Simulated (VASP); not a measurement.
# Re in VASP: a series of runs, part 2 of 2

VASP 6.6.1. Earlier steps stand in the parts before.

### 5 Single point, PBE (normal strain along x -0.0275, normal strain along z -0.0275)

Contents of INCAR:

```
SYSTEM = Re
PREC = Accurate
ENCUT = 520
EDIFF = 1E-6
ISMEAR = 0
SIGMA = 0.15
LREAL = .False.
LASPH = .True.
NELM = 60
ALGO = Normal
ISIF = 2
LWAVE = .False.
LCHARG = .False.
GGA = PE
NBANDS = 10
```

Contents of KPOINTS:

```
regular mesh
0
Gamma
  10 10 10
  0 0 0
```

Contents of POSCAR:

```
Re
1.0
    0.0000000000      1.9577236186      1.9038862191
    1.9038862191      0.0000000000      1.9038862191
    1.9038862191      1.9577236186      0.0000000000
Re
1
Direct
    0.0000000000      0.0000000000      0.0000000000
```

Potentials or basis: VASP PAW PBE potentials, release 64 (Re).

Launch:

```
$ cat potpaw_PBE.64/Re/POTCAR > POTCAR
$ mpirun -np 1 vasp_std > vasp.out
```

OUTCAR:

```text
SYSTEM = Re
   PREC = Accurate
   ENCUT = 520
   EDIFF = 1E-6
   ISMEAR = 0
   LREAL = .False.
   LASPH = .True.
   NELM = 60
   ISIF = 2
   GGA = PE

 ion  position               nearest neighbor table
   1  0.000  0.000  0.000-

  LATTYP: Found a body centered tetragonal cell.
 ALAT       =     2.6925017123
 C/A-ratio  =     1.4542041772

  Lattice vectors:

 A1 = (   0.0000000000,  -1.9577236186,   1.9038862191)
 A2 = (   0.0000000000,  -1.9577236186,  -1.9038862191)
 A3 = (   1.9038862191,   1.9577236186,   0.0000000000)

Analysis of symmetry for initial positions (statically):
=====================================================================
 Subroutine PRICEL returns:
 Original cell was already a primitive cell.

 Routine SETGRP: Setting up the symmetry group for a
 body centered tetragonal supercell.

 Subroutine GETGRP returns: Found 16 space group operations
 (whereof 16 operations were pure point group operations)
 out of a pool of 16 trial point group operations.

The static configuration has the point symmetry D_4h.

Analysis of symmetry for dynamics (positions and initial velocities):
=====================================================================
 Subroutine PRICEL returns:
 Original cell was already a primitive cell.

 Routine SETGRP: Setting up the symmetry group for a
 body centered tetragonal supercell.

 Subroutine GETGRP returns: Found 16 space group operations
 (whereof 16 operations were pure point group operations)
 out of a pool of 16 trial point group operations.

The dynamic configuration has the point symmetry D_4h.

 Subroutine INISYM returns: Found 16 space group operations
 (whereof 16 operations are pure point group operations),
 and found     1 'primitive' translations

----------------------------------------------------------------------------------------

                                     Primitive cell

[... 111 lines left out ...]
  Thomas-Fermi vector in A             =   2.425104
   LORBIT       =      0    0 simple, 1 ext, 2 COOP (PROOUT), +10 PAW based schemes
   GGA     = PE    functional components
   LHFCALC =     F    Hartree Fock is set to
   AEXX    =    0.0000 exact exchange contribution
   IVDW    =     0    specifies the selected vdW correction
   LEPSILON=     F    determine dielectric tensor
   LRPA    =     F    only Hartree local field effects (RPA)
 non-spin polarized calculation
 Gauss-broadening in eV      SIGMA  =   0.15
  energy-cutoff  :      520.00
  volume of cell :       14.19
 maximum number of plane-waves:       390
   NGX = 11   NGY =  9   NGZ = 11

 number of electron       7.0000001 magnetization

 Free energy of the ion-electron system (eV)
  ---------------------------------------------------
  ext. energy  EPLUGINS =         0.00000000
  ---------------------------------------------------
  free energy    TOTEN  =       -12.31689350 eV

  energy without entropy =      -12.30580200  energy(sigma->0) =      -12.31134775

 E-fermi :   8.6510     XC(G=0): -13.9302

 val. band max:        8.6389102811   @ k =  -0.3000   0.3000   0.1000
 cond. band min:       8.6562149376   @ k =  -0.3000   0.3000   0.0000
 fundamental gap:      0.0173046566
 Fermi energy:         8.6509782921

 k-point     1 :       0.0000    0.0000    0.0000
  band No.  band energies     occupation
      1      -1.7747      2.00000
      2       6.3224      2.00000
      3       6.7489      2.00000
      4       6.7489      2.00000
      5       9.6550      0.00000
      6      10.2629      0.00000
      7      22.5747      0.00000
      8      27.7524      0.00000
      9      28.7683      0.00000
     10      28.7683      0.00000
[... 287 lines left out ...]
 k-point    24 :       0.4000    0.3000    0.0000
  band No.  band energies     occupation
      1       2.2251      2.00000
      2       3.2410      2.00000
      3       7.7215      2.00000
      4      10.1808      0.00000
      5      12.0046      0.00000
      6      12.4857      0.00000
      7      23.1555      0.00000
      8      25.1736      0.00000
      9      27.1352      0.00000
     10      31.2190      0.00000

 [... further k-points ...]

------------------------ aborting loop because EDIFF is reached ----------------------------------------

  FORCE on cell =-STRESS in cart. coord.  units (eV):
  Direction    XX          YY          ZZ          XY          YZ          ZX
  --------------------------------------------------------------------------------------
  -------------------------------------------------------------------------------------
  Total        2.2728299      1.4705596      2.2728299     -0.0000000     -0.0000000      0.0000000
  in kB      256.5748910    166.0083255    256.5748910     -0.0000000     -0.0000000      0.0000000
  external PRESSURE =     226.3860358 kB  Pullay stress =       0.0000000 kB

 VOLUME and BASIS-vectors are now :
 -----------------------------------------------------------------------------
  energy-cutoff  :      520.00
  volume of cell :       14.19
      direct lattice vectors                 reciprocal lattice vectors
     0.000000000  1.957723619  1.903886219    -0.262620736  0.255398666  0.262620736
     1.903886219  0.000000000  1.903886219     0.262620736 -0.255398666  0.262620736
     1.903886219  1.957723619  0.000000000     0.262620736  0.255398666 -0.262620736

 POSITION                                       TOTAL-FORCE (eV/Angst)
 -----------------------------------------------------------------------------------
      0.00000      0.00000      0.00000         0.000000      0.000000      0.000000
 -----------------------------------------------------------------------------------
    total drift:                                0.000000     -0.000000     -0.000000

  FREE ENERGIE OF THE ION-ELECTRON SYSTEM (eV)
  ---------------------------------------------------
  free  energy   TOTEN  =       -12.3168934968 eV

  energy  without entropy=      -12.3058020024  energy(sigma->0) =      -12.31134775
```

OSZICAR:

```text
N       E                     dE             d eps       ncg     rms          rms(c)
DAV:   1     0.503992215613E+01    0.50399E+01   -0.34853E+03  3214   0.781E+02
DAV:   2    -0.126488460487E+02   -0.17689E+02   -0.16543E+02  3140   0.170E+02
DAV:   3    -0.129726362771E+02   -0.32379E+00   -0.31784E+00  3384   0.358E+01
DAV:   4    -0.129740817680E+02   -0.14455E-02   -0.14443E-02  3308   0.118E+00
DAV:   5    -0.129740846610E+02   -0.28930E-05   -0.28903E-05  2922   0.278E-02    0.324E+01
DAV:   6    -0.125048207472E+02    0.46926E+00   -0.32981E-01  3220   0.154E+01    0.142E+01
DAV:   7    -0.123229046756E+02    0.18192E+00   -0.29958E-01  3254   0.140E+01    0.640E-01
DAV:   8    -0.123173024014E+02    0.56023E-02   -0.26570E-03  3062   0.391E-01    0.964E-02
DAV:   9    -0.123168851297E+02    0.41727E-03   -0.36877E-04  3064   0.193E-01    0.188E-02
DAV:  10    -0.123168934390E+02   -0.83094E-05   -0.11956E-05  3066   0.228E-02    0.229E-03
DAV:  11    -0.123168934968E+02   -0.57820E-07   -0.71829E-08  1522   0.650E-03
   1 F= -.12316893E+02 E0= -.12311348E+02  d E =-.110915E-01
```

stdout:

```text
POSCAR found type information on POSCAR Re
 POSCAR found :  1 types and       1 ions
 scaLAPACK will be used
 LDA part: xc-table for (Slater+PW92), standard interpolation
 POSCAR, INCAR and KPOINTS ok, starting setup
 FFT: planning ... GRIDC
 FFT: planning ... GRID_SOFT
 FFT: planning ... GRID
 WAVECAR not read
 entering main loop
```

Run time: 10 s. Hardware: 1 thread of AMD EPYC 7R43 (Zen 3), shared host; peak memory 0.1 GiB.

What came out:

```yaml
Free_energy: -12.3169 eV
Pressure: 22.6 GPa
```

Caveat: the cell differs from its parent crystal (normal strain along x -0.0275, normal strain along z -0.0275); spin-orbit coupling is left out, which moves the levels of the heavy elements.

### 6 Single point, PBE (normal strain along x +0.0000, normal strain along z +0.0275)

Contents of INCAR:

```
ALGO     = Fast           # electronic algorithm
EDIFF    = 1E-6           # SCF threshold, eV
ENCUT    = 520            # plane-wave cutoff, eV
GGA      = PE             # functional
ISIF     = 2              # what is computed and relaxed
ISMEAR   = 0              # smearing method
LASPH    = T              # aspherical terms in the spheres
LCHARG   = F              # write CHGCAR
LREAL    = F              # projectors in reciprocal space
LWAVE    = F              # write WAVECAR
NBANDS   = 10             # bands
NELM     = 80             # most SCF steps
PREC     = Accurate       # precision mode
SIGMA    = 0.15           # smearing width, eV
```

Contents of KPOINTS:

```
k-points
0
Gamma
  10 10 10
```

Contents of POSCAR:

```
Re
1.0
    0.0000000000      1.9577236186      2.0115610181
    1.9577236186      0.0000000000      2.0115610181
    1.9577236186      1.9577236186      0.0000000000
Re
1
Direct
    0.0000000000      0.0000000000      0.0000000000
```

Potentials or basis: VASP PAW PBE potentials, release 64 (Re).

Launch:

```
$ cat potpaw_PBE.64/Re/POTCAR > POTCAR
$ mpirun -np 1 vasp_std > vasp.out
```

Wall time 20 s (1 thread of AMD EPYC 7R43 (Zen 3), shared host); peak memory 0.12 GiB.

The run converged. Its results:

| Property | Result |
| --- | --- |
| Free energy | -12.3566 eV |
| Pressure | -10.2 GPa |

Stress tensor (GPa, compression positive):
```
 -7.68   0.00   0.00
  0.00  -7.68   0.00
  0.00   0.00 -15.17
```

Levels at points of the mesh, in eV from the Fermi level:
```csv
k point,band 1,band 2,band 3,band 4,band 5,band 6,band 7,band 8
"(0.00, 0.00, 0.00)",-9.84,-2.07,-1.69,-1.69,0.88,1.40,13.84,18.64
"(0.50, 0.00, 0.00)",-6.58,-2.21,-1.81,0.11,3.41,3.62,9.28,13.31
"(0.50, 0.50, 0.00)",-6.48,-5.59,2.21,3.50,4.19,4.19,11.73,12.17
"(0.50, 0.00, 0.50)",-6.45,-5.63,2.76,3.44,4.01,4.42,11.54,11.90
```

Caveat: the cell differs from its parent crystal (normal strain along x +0.0000, normal strain along z +0.0275); spin-orbit coupling is left out, which moves the levels of the heavy elements.

### 7 Summary

```tsv
cell	gap on the mesh (eV)	pressure (GPa)
a = 2.846, b = 2.883, c = 2.807 Å, angles 60.0, 61.3, 58.7°, 1 atom	none	-25.2
a = 2.694, b = 2.616 Å, angles 60.9, 58.1, 60.9°, 1 atom	none	53.5
a = 2.769, b = 2.731, c = 2.731 Å, angles 60.9, 59.5, 59.5°, 1 atom	none	10.2
a = 2.731, b = 2.693 Å, angles 60.5, 59.1, 60.5°, 1 atom	none	22.6
a = 2.807, b = 2.807, c = 2.769 Å, angles 60.5, 60.5, 59.1°, 1 atom	none	-10.2
```

Alike in all rows: task single point; level PBE; potentials or basis VASP PAW PBE potentials, release 64 (Re); no spin polarisation; k mesh 10 × 10 × 10; cutoff (eV) 520; smearing gaussian 0.15 eV.

Caveats: spin-orbit coupling is left out, which moves the levels of the heavy elements.

Total energies depend on the potentials used, so only differences within one code and one set of settings carry meaning.
